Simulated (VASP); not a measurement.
# FePt (P4/mmm) in VASP: single point with PBE

Aim: the single point of FePt with PBE.

Everything below comes from runs of VASP 6.6.1. Logs are shortened: lines on timing, memory, paths and dates and some standing lists are left out, and cuts for length are marked.

## Step 1: The cell of the first run

The structure is tetragonal, space group P4/mmm (No. 123). The conventional cell has a = 2.729 Å, b = 2.729 Å, c = 3.766 Å, α = 90.00°, β = 90.00°, γ = 90.00°. Fe (site symmetry 4/mmm) has 8 Pt at 2.70 Å and 4 Fe at 2.73 Å within 3.6 Å. Pt (site symmetry 4/mmm) has 8 Fe at 2.70 Å and 4 Pt at 2.73 Å within 3.6 Å.

## Step 2: Single point, PBE, collinear spin, ferromagnetic start

INCAR reads:

```
SYSTEM = FePt
ALGO     = Normal         ! electronic algorithm
EDIFF    = 1E-6           ! SCF threshold, eV
ENCUT    = 520            ! plane-wave cutoff, eV
GGA      = PE             ! functional
ISIF     = 2              ! what is computed and relaxed
ISMEAR   = 0              ! smearing method
ISPIN    = 2              ! spin polarisation
LASPH    = .TRUE.         ! aspherical terms in the spheres
LCHARG   = .FALSE.        ! write CHGCAR
LMAXMIX  = 4              ! l up to which the mixer works
LORBIT   = 11             ! projections on sites
LREAL    = .FALSE.        ! projectors in reciprocal space
LWAVE    = .FALSE.        ! write WAVECAR
MAGMOM   = 3.28 0.44      ! initial moments
NBANDS   = 20             ! bands
NELM     = 150            ! most SCF steps
PREC     = Accurate       ! precision mode
SIGMA    = 0.1            ! smearing width, eV
```

KPOINTS reads:

```
k-points
0
G
  20 20 16
  0 0 0
```

POSCAR reads:

```
FePt
1.0
    2.7289653928      0.0000000000      0.0000000000
    0.0000000000      2.7289653928      0.0000000000
    0.0000000000      0.0000000000      3.7660671277
Fe Pt
1 1
Direct
    0.0000000000      0.0000000000      0.0000000000
    0.5000000000      0.5000000000      0.5000000000
```

Potentials or basis: VASP PAW PBE potentials, release 64 (Fe, Pt).

Started as:

```sh
$ cat potpaw_PBE.64/Fe/POTCAR potpaw_PBE.64/Pt/POTCAR > POTCAR
$ mpirun -np 1 vasp_std > vasp.out
```

OUTCAR:

```text
SYSTEM = FePt
   EDIFF = 1E-6
   ENCUT = 520
   GGA = PE
   ISIF = 2
   ISMEAR = 0
   ISPIN = 2
   LASPH = .TRUE.
   LORBIT = 11
   LREAL = .FALSE.
   NELM = 150
   PREC = Accurate

 ion  position               nearest neighbor table
   1  0.000  0.000  0.000-   2 2.70   2 2.70   2 2.70   2 2.70   2 2.70   2 2.70   2 2.70   2 2.70

   2  0.500  0.500  0.500-   1 2.70   1 2.70   1 2.70   1 2.70   1 2.70   1 2.70   1 2.70   1 2.70

  LATTYP: Found a simple tetragonal cell.
 ALAT       =     2.7289653928
 C/A-ratio  =     1.3800347698

  Lattice vectors:

 A1 = (   2.7289653928,   0.0000000000,   0.0000000000)
 A2 = (   0.0000000000,   2.7289653928,   0.0000000000)
 A3 = (   0.0000000000,   0.0000000000,   3.7660671277)

Analysis of symmetry for initial positions (statically):
=====================================================================
 Subroutine PRICEL returns:
 Original cell was already a primitive cell.

 Routine SETGRP: Setting up the symmetry group for a
 simple tetragonal supercell.

 Subroutine GETGRP returns: Found 16 space group operations
 (whereof 16 operations were pure point group operations)
 out of a pool of 16 trial point group operations.

The static configuration has the point symmetry D_4h.

Analysis of symmetry for dynamics (positions and initial velocities):
=====================================================================
 Subroutine PRICEL returns:
 Original cell was already a primitive cell.

 Routine SETGRP: Setting up the symmetry group for a
 simple tetragonal supercell.

 Subroutine GETGRP returns: Found 16 space group operations
 (whereof 16 operations were pure point group operations)
 out of a pool of 16 trial point group operations.

The dynamic configuration has the point symmetry D_4h.

Analysis of structural, dynamic, and magnetic symmetry:
=====================================================================
 Subroutine PRICEL returns:
 Original cell was already a primitive cell.

 Routine SETGRP: Setting up the symmetry group for a
 simple tetragonal supercell.

 Subroutine GETGRP returns: Found 16 space group operations
 (whereof 16 operations were pure point group operations)
 out of a pool of 16 trial point group operations.

The overall configuration has the point symmetry D_4h.

 Subroutine INISYM returns: Found 16 space group operations
 (whereof 16 operations are pure point group operations),
 and found     1 'primitive' translations

----------------------------------------------------------------------------------------

                                     Primitive cell

  volume of cell :      28.0469

  direct lattice vectors                    reciprocal lattice vectors
     2.728965393  0.000000000  0.000000000     0.366439238  0.000000000  0.000000000
     0.000000000  2.728965393  0.000000000     0.000000000  0.366439238  0.000000000
     0.000000000  0.000000000  3.766067128     0.000000000  0.000000000  0.265528990

  length of vectors
     2.728965393  2.728965393  3.766067128     0.366439238  0.366439238  0.265528990

  position of ions in fractional coordinates (direct lattice)
     0.000000000  0.000000000  0.000000000
     0.500000000  0.500000000  0.500000000

  ion indices of the primitive-cell ions
   primitive index   ion index
                 1           1
                 2           2

----------------------------------------------------------------------------------------

 KPOINTS: k-points

Automatic generation of k-mesh.
 Grid dimensions read from file:
 generate k-points for:   20   20   16

 Generating k-lattice:

  Cartesian coordinates                     Fractional coordinates (reciprocal lattice)
     0.018321962  0.000000000  0.000000000     0.050000000  0.000000000  0.000000000
     0.000000000  0.018321962  0.000000000     0.000000000  0.050000000  0.000000000
     0.000000000  0.000000000  0.016595562     0.000000000  0.000000000  0.062500000

  Length of vectors
     0.018321962  0.018321962  0.016595562

  Shift w.r.t. Gamma in fractional coordinates (k-lattice)
     0.000000000  0.000000000  0.000000000

 Subroutine IBZKPT returns following result:
 ===========================================

 Found    594 irreducible k-points:

 Following reciprocal coordinates:
            Coordinates               Weight
  0.000000  0.000000  0.000000      1.000000
  0.050000  0.000000  0.000000      4.000000
  0.100000  0.000000  0.000000      4.000000
  0.150000  0.000000  0.000000      4.000000
  0.200000  0.000000  0.000000      4.000000
  0.250000  0.000000  0.000000      4.000000
[... 16 lines left out ...]
  0.150000  0.100000  0.000000      8.000000
  0.200000  0.100000  0.000000      8.000000
 [... further k-points ...]
   k-points           NKPTS =    594   k-points in BZ     NKDIM =    594   number of bands    NBANDS=     20
   number of dos      NEDOS =    301   number of ions     NIONS =      2
   total plane-waves  NPLWV =  11200
   dimension x,y,z NGX =    20 NGY =   20 NGZ =   28
   dimension x,y,z NGXF=    40 NGYF=   40 NGZF=   56
   ions per type =               1   1
   NGX,Y,Z   is equivalent  to a cutoff of  12.18, 12.18, 12.36 a.u.
   NGXF,Y,Z  is equivalent  to a cutoff of  24.37, 24.37, 24.72 a.u.
 SYSTEM =  FePt
   PREC   = accura    normal or accurate (medium, high low for compatibility)
   ISTART =      0    job   : 0-new  1-cont  2-samecut
   ICHARG =      2    charge: 1-file 2-atom 10-const
   ISPIN  =      2    spin polarized calculation?
   LNONCOLLINEAR =      F non collinear calculations
   LSORBIT =      F    spin-orbit coupling
   LASPH  =      T    aspherical Exc in radial PAW
   ENCUT  =  520.0 eV  38.22 Ry    6.18 a.u.   5.07  5.07  7.00*2*pi/ulx,y,z
   NELM   =    150;   NELMIN=  2; NELMDL= -5     # of ELM steps
   EDIFF  = 0.1E-05   stopping-criterion for ELM
   LREAL  =      F    real-space projection
   EDIFFG = 0.1E-04   stopping-criterion for IOM
   NSW    =      0    number of steps for IOM
   IBRION =     -1    ionic relax: 0-MD 1-quasi-New 2-CG
   NFREE  =      0    steps in history (QN), initial steepest desc. (CG)
   ISIF   =      2    stress and relaxation
   ISYM   =      2    0-nonsym 1-usesym 2-fastsym
   POTIM  = 0.5000    time-step for ionic-motion
   TEBEG  =    0.0;   TEEND  =   0.0 temperature during run
   PSTRESS=    0.0 pullay stress
   NELECT =      18.0000    total number of electrons
   NUPDOWN=      -1.0000    fix difference up-down
   EMIN   =  10.00;   EMAX   =-10.00  energy-range for DOS
   EFERMI =   0.00;   METHOD = LEGACY
   ISMEAR =     0;   SIGMA  =   0.10  broadening in eV -4-tet -1-fermi 0-gaus
   EFERMI_NEDOS =   21; number of points for ismear=-14 and -15
   IALGO  =     38    algorithm
   IMIX   =      4    mixing-type and parameters
     AMIX     =   0.40;   BMIX     =  1.00
     AMIX_MAG =   1.60;   BMIX_MAG =  1.00
  volume/ion in A,a.u.               =      14.02        94.63
  Fermi-wavevector in a.u.,A,eV,Ry     =   1.412118  2.668516 27.131065  1.994077
  Thomas-Fermi vector in A             =   2.533899
   LORBIT       =     11    0 simple, 1 ext, 2 COOP (PROOUT), +10 PAW based schemes
   GGA     = PE    functional components
   LHFCALC =     F    Hartree Fock is set to
   AEXX    =    0.0000 exact exchange contribution
   IVDW    =     0    specifies the selected vdW correction
   LEPSILON=     F    determine dielectric tensor
   LRPA    =     F    only Hartree local field effects (RPA)
 spin polarized calculation
 Gauss-broadening in eV      SIGMA  =   0.10
  energy-cutoff  :      520.00
  volume of cell :       28.05
 maximum number of plane-waves:       774
   NGX = 11   NGY = 11   NGZ = 15

 number of electron      17.9999990 magnetization       3.2928247

 Free energy of the ion-electron system (eV)
  ---------------------------------------------------
  ext. energy  EPLUGINS =         0.00000000
  ---------------------------------------------------
  free energy    TOTEN  =       -14.80966495 eV

  energy without entropy =      -14.80317742  energy(sigma->0) =      -14.80642119

 E-fermi :   8.4639     XC(G=0): -12.9637

 val. band max:        8.4613964045   @ k =   0.4500   0.3500   0.0000
 cond. band min:       8.4641517143   @ k =   0.2500   0.2000   0.3125
 fundamental gap:      0.0027553099
 Fermi energy:         8.4638776457

 spin component 1

 k-point     1 :       0.0000    0.0000    0.0000
  band No.  band energies     occupation
      1      -0.9839      1.00000
      2       2.2393      1.00000
      3       2.4204      1.00000
      4       5.0912      1.00000
      5       5.0912      1.00000
      6       5.5376      1.00000
[... 12 lines left out ...]
     19      29.9472      0.00000
     20      29.9472      0.00000
[... 507 lines left out ...]
 k-point    24 :       0.2000    0.1000    0.0000
  band No.  band energies     occupation
      1       0.2373      1.00000
      2       2.8631      1.00000
      3       3.2464      1.00000
      4       4.5490      1.00000
      5       5.4719      1.00000
      6       5.7693      1.00000
[... 12 lines left out ...]
     19      29.3309      0.00000
     20      30.4717      0.00000

 [... further k-points ...]

 spin component 2

 k-point     1 :       0.0000    0.0000    0.0000
  band No.  band energies     occupation
      1      -0.8534      1.00000
      2       2.8015      1.00000
      3       2.8121      1.00000
      4       6.1895      1.00000
      5       6.1895      1.00000
      6       7.6750      1.00000
[... 12 lines left out ...]
     19      30.0537      0.00000
     20      30.0537      0.00000
[... 507 lines left out ...]
 k-point    24 :       0.2000    0.1000    0.0000
  band No.  band energies     occupation
      1       0.3775      1.00000
      2       3.3737      1.00000
      3       3.7450      1.00000
      4       5.2940      1.00000
      5       6.0905      1.00000
      6       6.8739      1.00000
[... 12 lines left out ...]
     19      29.4497      0.00000
     20      30.7750      0.00000

 [... further k-points ...]

------------------------ aborting loop because EDIFF is reached ----------------------------------------

  FORCE on cell =-STRESS in cart. coord.  units (eV):
  Direction    XX          YY          ZZ          XY          YZ          ZX
  --------------------------------------------------------------------------------------
  -------------------------------------------------------------------------------------
  Total       -0.0812302     -0.0812302     -0.0643412      0.0000000      0.0000000     -0.0000000
  in kB       -4.6402791     -4.6402791     -3.6754951      0.0000000      0.0000000     -0.0000000
  external PRESSURE =      -4.3186845 kB  Pullay stress =       0.0000000 kB

 VOLUME and BASIS-vectors are now :
 -----------------------------------------------------------------------------
  energy-cutoff  :      520.00
  volume of cell :       28.05
      direct lattice vectors                 reciprocal lattice vectors
     2.728965393  0.000000000  0.000000000     0.366439238  0.000000000  0.000000000
     0.000000000  2.728965393  0.000000000     0.000000000  0.366439238  0.000000000
     0.000000000  0.000000000  3.766067128     0.000000000  0.000000000  0.265528990

 POSITION                                       TOTAL-FORCE (eV/Angst)
 -----------------------------------------------------------------------------------
      0.00000      0.00000      0.00000         0.000000      0.000000      0.000000
      1.36448      1.36448      1.88303         0.000000      0.000000      0.000000
 -----------------------------------------------------------------------------------
    total drift:                               -0.000000      0.000000      0.000000

  FREE ENERGIE OF THE ION-ELECTRON SYSTEM (eV)
  ---------------------------------------------------
  free  energy   TOTEN  =       -14.8096649477 eV

  energy  without entropy=      -14.8031774234  energy(sigma->0) =      -14.80642119

 total charge

# of ion       s       p       d       tot
------------------------------------------
    1        0.403   0.438   6.111   6.951
    2        0.708   0.646   8.047   9.401
--------------------------------------------------
tot          1.111   1.084  14.157  16.352

 magnetization (x)

# of ion       s       p       d       tot
------------------------------------------
    1        0.005  -0.007   2.949   2.947
    2       -0.025  -0.067   0.418   0.326
--------------------------------------------------
tot         -0.020  -0.074   3.368   3.273
```

Run time: 3.5 min. Hardware: 1 thread of Intel Xeon 6975P-C (Granite Rapids), shared host; peak memory 0.57 GiB.

Results:

```
Free energy                                           : -14.8097 eV
Pressure                                              : -0.4 GPa
Net moment                                            : 3.29 μB per cell
Site moments                                          : Fe +2.95; Pt +0.33 μB
Valence electrons inside the program's atomic spheres : Fe 6.95; Pt 9.40
```

Stress tensor (GPa, compression positive):
```
-0.46  0.00  0.00
 0.00 -0.46  0.00
 0.00  0.00 -0.37
```

Caveat: spin-orbit coupling is left out, which moves the levels of the heavy elements.
